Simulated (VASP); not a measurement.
# SnGe2 (P-3m1) in VASP: a series of runs

The runs below take SnGe2 through single point, with PBE.

Program: VASP 6.6.1. These are calculated values, not measurements. Logs are shortened: lines on timing, memory, paths and dates and some standing lists are left out, and cuts for length are marked.

## Step 1: The cell of the first run

Symmetry: P-3m1, No. 164, trigonal system. The conventional cell has a = 4.298 Å, b = 4.298 Å, c = 10.532 Å, α = 90.00°, β = 90.00°, γ = 120.00°. Within 3.5 Å of Sn (site symmetry 3m) lie 4 Ge at 2.66 to 2.70 Å. Within 3.4 Å of Ge (site symmetry 3m) lie 3 Ge at 2.59 Å and 1 Sn at 2.70 Å. Within 3.3 Å of Ge (site symmetry 3m) lie 1 Ge at 2.49 Å and 3 Sn at 2.66 Å.

## Step 2: Single point, PBE

INCAR reads:

```
SYSTEM = SnGe2
PREC = Accurate
ENCUT = 520
EDIFF = 1E-6
ISMEAR = 0
SIGMA = 0.1
LREAL = .False.
LASPH = .True.
NELM = 60
ALGO = Normal
ISIF = 2
LWAVE = .False.
LCHARG = .False.
GGA = PE
NBANDS = 51
```

KPOINTS reads:

```
regular mesh
0
Gamma
  6 6 2
  0 0 0
```

POSCAR reads:

```
SnGe2
1.0
    4.2982449571      0.0000000000      0.0000000000
   -2.1491224786      3.7223893246      0.0000000000
    0.0000000000      0.0000000000     10.5317560911
Sn Ge
2 4
Direct
    0.6666666667      0.3333333333      0.2084517497
    0.3333333333      0.6666666667      0.7915482503
    0.3333333333      0.6666666667      0.5353592436
    0.0000000000      0.0000000000      0.8820165398
    0.6666666667      0.3333333333      0.4646407564
    0.0000000000      0.0000000000      0.1179834602
```

Potentials or basis: VASP PAW PBE potentials, release 64 (Sn_d, Ge_d).

Run with:

```console
> cat potpaw_PBE.64/Sn_d/POTCAR potpaw_PBE.64/Ge_d/POTCAR > POTCAR
> mpirun -np 1 vasp_std > vasp.out
```

OUTCAR:

```text
SYSTEM = SnGe2
   PREC = Accurate
   ENCUT = 520
   EDIFF = 1E-6
   ISMEAR = 0
   LREAL = .False.
   LASPH = .True.
   NELM = 60
   ISIF = 2
   GGA = PE

 ion  position               nearest neighbor table
   1  0.667  0.333  0.208-   6 2.66   6 2.66   6 2.66   5 2.70
   2  0.333  0.667  0.792-   4 2.66   4 2.66   4 2.66   3 2.70
   3  0.333  0.667  0.535-   5 2.59   5 2.59   5 2.59   2 2.70
   4  0.000  0.000  0.882-   6 2.49   2 2.66   2 2.66   2 2.66
   5  0.667  0.333  0.465-   3 2.59   3 2.59   3 2.59   1 2.70
   6  0.000  0.000  0.118-   4 2.49   1 2.66   1 2.66   1 2.66

  LATTYP: Found a hexagonal cell.
 ALAT       =     4.2982449571
 C/A-ratio  =     2.4502456692

  Lattice vectors:

 A1 = (   4.2982449571,   0.0000000000,   0.0000000000)
 A2 = (  -2.1491224786,   3.7223893246,   0.0000000000)
 A3 = (   0.0000000000,   0.0000000000,  10.5317560911)

Analysis of symmetry for initial positions (statically):
=====================================================================
 Subroutine PRICEL returns:
 Original cell was already a primitive cell.

 Routine SETGRP: Setting up the symmetry group for a
 hexagonal supercell.

 Subroutine GETGRP returns: Found 12 space group operations
 (whereof 12 operations were pure point group operations)
 out of a pool of 24 trial point group operations.

The static configuration has the point symmetry D_3d.

Analysis of symmetry for dynamics (positions and initial velocities):
=====================================================================
 Subroutine PRICEL returns:
 Original cell was already a primitive cell.

 Routine SETGRP: Setting up the symmetry group for a
 hexagonal supercell.

 Subroutine GETGRP returns: Found 12 space group operations
 (whereof 12 operations were pure point group operations)
 out of a pool of 24 trial point group operations.

The dynamic configuration has the point symmetry D_3d.

 Subroutine INISYM returns: Found 12 space group operations
 (whereof 12 operations are pure point group operations),
 and found     1 'primitive' translations

----------------------------------------------------------------------------------------

                                     Primitive cell

  volume of cell :     168.5054

  direct lattice vectors                    reciprocal lattice vectors
     4.298244957  0.000000000  0.000000000     0.232653097  0.134322328  0.000000000
    -2.149122479  3.722389325  0.000000000     0.000000000  0.268644656  0.000000000
     0.000000000  0.000000000 10.531756091     0.000000000  0.000000000  0.094950927

  length of vectors
     4.298244957  4.298244957 10.531756091     0.268644656  0.268644656  0.094950927

  position of ions in fractional coordinates (direct lattice)
     0.666666667  0.333333333  0.208451750
     0.333333333  0.666666667  0.791548250
     0.333333333  0.666666667  0.535359244
     0.000000000  0.000000000  0.882016540
     0.666666667  0.333333333  0.464640756
     0.000000000  0.000000000  0.117983460

  ion indices of the primitive-cell ions
   primitive index   ion index
                 1           1
                 2           2
                 3           3
                 4           4
                 5           5
                 6           6

----------------------------------------------------------------------------------------

 KPOINTS: regular mesh

Automatic generation of k-mesh.
 Grid dimensions read from file:
 generate k-points for:    6    6    2

 Generating k-lattice:

  Cartesian coordinates                     Fractional coordinates (reciprocal lattice)
     0.038775516  0.022387055  0.000000000     0.166666667 -0.000000000  0.000000000
     0.000000000  0.044774109  0.000000000     0.000000000  0.166666667  0.000000000
     0.000000000  0.000000000  0.047475463     0.000000000  0.000000000  0.500000000

  Length of vectors
     0.044774109  0.044774109  0.047475463

  Shift w.r.t. Gamma in fractional coordinates (k-lattice)
     0.000000000  0.000000000  0.000000000

 Subroutine IBZKPT returns following result:
 ===========================================

 Found     14 irreducible k-points:

 Following reciprocal coordinates:
            Coordinates               Weight
  0.000000  0.000000  0.000000      1.000000
  0.166667 -0.000000  0.000000      6.000000
  0.333333 -0.000000  0.000000      6.000000
  0.500000  0.000000  0.000000      3.000000
  0.166667  0.166667  0.000000      6.000000
  0.333333  0.166667  0.000000     12.000000
  0.333333  0.333333  0.000000      2.000000
  0.000000  0.000000  0.500000      1.000000
  0.166667 -0.000000  0.500000      6.000000
  0.333333 -0.000000  0.500000      6.000000
  0.500000  0.000000  0.500000      3.000000
  0.166667  0.166667  0.500000      6.000000
  0.333333  0.166667  0.500000     12.000000
  0.333333  0.333333  0.500000      2.000000
   k-points           NKPTS =     14   k-points in BZ     NKDIM =     14   number of bands    NBANDS=     51
   number of dos      NEDOS =    301   number of ions     NIONS =      6
   total plane-waves  NPLWV =  81920
   dimension x,y,z NGX =    32 NGY =   32 NGZ =   80
   dimension x,y,z NGXF=    64 NGYF=   64 NGZF=  160
   ions per type =               2   4
   NGX,Y,Z   is equivalent  to a cutoff of  12.38, 12.38, 12.63 a.u.
   NGXF,Y,Z  is equivalent  to a cutoff of  24.75, 24.75, 25.26 a.u.
 SYSTEM =  SnGe2
   PREC   = accura    normal or accurate (medium, high low for compatibility)
   ISTART =      0    job   : 0-new  1-cont  2-samecut
   ICHARG =      2    charge: 1-file 2-atom 10-const
   ISPIN  =      1    spin polarized calculation?
   LNONCOLLINEAR =      F non collinear calculations
   LSORBIT =      F    spin-orbit coupling
   LASPH  =      T    aspherical Exc in radial PAW
   ENCUT  =  520.0 eV  38.22 Ry    6.18 a.u.   7.99  7.99 19.58*2*pi/ulx,y,z
   NELM   =     60;   NELMIN=  2; NELMDL= -5     # of ELM steps
   EDIFF  = 0.1E-05   stopping-criterion for ELM
   LREAL  =      F    real-space projection
   EDIFFG = 0.1E-04   stopping-criterion for IOM
   NSW    =      0    number of steps for IOM
   IBRION =     -1    ionic relax: 0-MD 1-quasi-New 2-CG
   NFREE  =      0    steps in history (QN), initial steepest desc. (CG)
   ISIF   =      2    stress and relaxation
   ISYM   =      2    0-nonsym 1-usesym 2-fastsym
   POTIM  = 0.5000    time-step for ionic-motion
   TEBEG  =    0.0;   TEEND  =   0.0 temperature during run
   PSTRESS=    0.0 pullay stress
   NELECT =      84.0000    total number of electrons
   NUPDOWN=      -1.0000    fix difference up-down
   EMIN   =  10.00;   EMAX   =-10.00  energy-range for DOS
   EFERMI =   0.00;   METHOD = LEGACY
   ISMEAR =     0;   SIGMA  =   0.10  broadening in eV -4-tet -1-fermi 0-gaus
   EFERMI_NEDOS =   21; number of points for ismear=-14 and -15
   IALGO  =     38    algorithm
   IMIX   =      4    mixing-type and parameters
     AMIX     =   0.40;   BMIX     =  1.00
     AMIX_MAG =   1.60;   BMIX_MAG =  1.00
  volume/ion in A,a.u.               =      28.08       189.52
  Fermi-wavevector in a.u.,A,eV,Ry     =   1.298066  2.452989 22.925471  1.684975
  Thomas-Fermi vector in A             =   2.429418
   LORBIT       =      0    0 simple, 1 ext, 2 COOP (PROOUT), +10 PAW based schemes
   GGA     = PE    functional components
   LHFCALC =     F    Hartree Fock is set to
   AEXX    =    0.0000 exact exchange contribution
   IVDW    =     0    specifies the selected vdW correction
   LEPSILON=     F    determine dielectric tensor
   LRPA    =     F    only Hartree local field effects (RPA)
 non-spin polarized calculation
 Gauss-broadening in eV      SIGMA  =   0.10
  energy-cutoff  :      520.00
  volume of cell :      168.51
 maximum number of plane-waves:      4558
 NGX is ok and might be reduce to    32
   NGX = 15   NGY = 15   NGZ = 39

 number of electron      84.0000005 magnetization

 Free energy of the ion-electron system (eV)
  ---------------------------------------------------
  ext. energy  EPLUGINS =         0.00000000
  ---------------------------------------------------
  free energy    TOTEN  =       -25.44317403 eV

  energy without entropy =      -25.43960468  energy(sigma->0) =      -25.44138936

 E-fermi :   4.5861     XC(G=0):  -9.2310

 val. band max:        4.5325563360   @ k =   0.5000   0.0000   0.5000
 cond. band min:       4.6187890937   @ k =   0.0000   0.0000   0.5000
 fundamental gap:      0.0862327577
 Fermi energy:         4.5860817668

 k-point     1 :       0.0000    0.0000    0.0000
  band No.  band energies     occupation
      1     -20.1027      2.00000
      2     -20.1027      2.00000
      3     -20.0624      2.00000
      4     -20.0624      2.00000
      5     -20.0476      2.00000
      6     -20.0092      2.00000
[... 43 lines left out ...]
     50       8.2374      0.00000
     51       8.2849      0.00000

 k-point     2 :       0.1667   -0.0000    0.0000
  band No.  band energies     occupation
      1     -20.1097      2.00000
      2     -20.1073      2.00000
      3     -20.0616      2.00000
      4     -20.0529      2.00000
      5     -20.0457      2.00000
      6     -20.0043      2.00000
[... 43 lines left out ...]
     50       8.5807      0.00000
     51       8.6367      0.00000

 k-point     3 :       0.3333   -0.0000    0.0000
  band No.  band energies     occupation
      1     -20.1184      2.00000
      2     -20.1091      2.00000
      3     -20.0724      2.00000
      4     -20.0423      2.00000
      5     -20.0397      2.00000
      6     -19.9927      2.00000
[... 43 lines left out ...]
     50       9.3044      0.00000
     51       9.5508      0.00000
[... 487 lines left out ...]
 k-point    13 :       0.3333    0.1667    0.5000
  band No.  band energies     occupation
      1     -20.1304      2.00000
      2     -20.0986      2.00000
      3     -20.0802      2.00000
      4     -20.0373      2.00000
      5     -20.0283      2.00000
      6     -19.9999      2.00000
[... 43 lines left out ...]
     50       9.3094      0.00000
     51       9.6119      0.00000

 k-point    14 :       0.3333    0.3333    0.5000
  band No.  band energies     occupation
      1     -20.1375      2.00000
      2     -20.0878      2.00000
      3     -20.0878      2.00000
      4     -20.0280      2.00000
      5     -20.0132      2.00000
      6     -20.0132      2.00000
[... 43 lines left out ...]
     50       9.4954      0.00000
     51      10.1162      0.00000

------------------------ aborting loop because EDIFF is reached ----------------------------------------

  FORCE on cell =-STRESS in cart. coord.  units (eV):
  Direction    XX          YY          ZZ          XY          YZ          ZX
  --------------------------------------------------------------------------------------
  -------------------------------------------------------------------------------------
  Total       -0.0202534     -0.0202534     -0.0338341      0.0000000      0.0000000     -0.0000000
  in kB       -0.1925723     -0.1925723     -0.3217000      0.0000000      0.0000000     -0.0000000
  external PRESSURE =      -0.2356149 kB  Pullay stress =       0.0000000 kB

 VOLUME and BASIS-vectors are now :
 -----------------------------------------------------------------------------
  energy-cutoff  :      520.00
  volume of cell :      168.51
      direct lattice vectors                 reciprocal lattice vectors
     4.298244957  0.000000000  0.000000000     0.232653097  0.134322328  0.000000000
    -2.149122479  3.722389325  0.000000000     0.000000000  0.268644656  0.000000000
     0.000000000  0.000000000 10.531756091     0.000000000  0.000000000  0.094950927

 POSITION                                       TOTAL-FORCE (eV/Angst)
 -----------------------------------------------------------------------------------
      2.14912      1.24080      2.19536         0.000000      0.000000     -0.000710
     -0.00000      2.48159      8.33639         0.000000     -0.000000      0.000710
     -0.00000      2.48159      5.63827        -0.000000     -0.000000     -0.017944
      0.00000      0.00000      9.28918        -0.000000      0.000000     -0.004554
      2.14912      1.24080      4.89348         0.000000      0.000000      0.017944
      0.00000      0.00000      1.24257         0.000000      0.000000      0.004554
 -----------------------------------------------------------------------------------
    total drift:                               -0.000000      0.000000      0.000000

  FREE ENERGIE OF THE ION-ELECTRON SYSTEM (eV)
  ---------------------------------------------------
  free  energy   TOTEN  =       -25.4431740305 eV

  energy  without entropy=      -25.4396046841  energy(sigma->0) =      -25.44138936
```

It took 53 s on 1 thread of AMD EPYC 9R45 (Zen 5), shared host; peak memory 0.28 GiB.

What came out:

| Item | Value |
| --- | --- |
| Free energy | -25.4432 eV |
| Pressure | 0.0 GPa |
| Largest force | 0.018 eV/Å |
| Band gap on the k mesh | zero (bands 42 and 43 overlap by 0.33 eV) |

Forces in eV/Å, atoms in the order of the input:
```
Sn   0.000  0.000 -0.001
Sn   0.000  0.000  0.001
Ge   0.000  0.000 -0.018
Ge   0.000  0.000 -0.005
Ge   0.000  0.000  0.018
Ge   0.000  0.000  0.005
```

Levels at points of the mesh, in eV from the Fermi level:
```csv
k point,band 40,band 41,band 42,band 43,band 44,band 45
"(0.00, 0.00, 0.00)",-0.80,0.11,0.28,0.28,0.31,0.49
"(0.50, 0.00, 0.00)",-2.44,-1.75,-1.31,0.81,0.92,1.31
"(0.00, 0.00, 0.50)",-0.55,-0.43,0.03,0.03,0.50,1.25
"(0.50, 0.00, 0.50)",-2.17,-1.09,-1.01,-0.05,1.12,1.29
```

Caveat: semilocal functionals underestimate gaps, and a narrow one can read as zero; spin-orbit coupling is left out, which moves the levels of the heavy elements.

[end of part 1 of 2]

The gap in the log of VASP goes by the Fermi energy; the results here count the filled bands.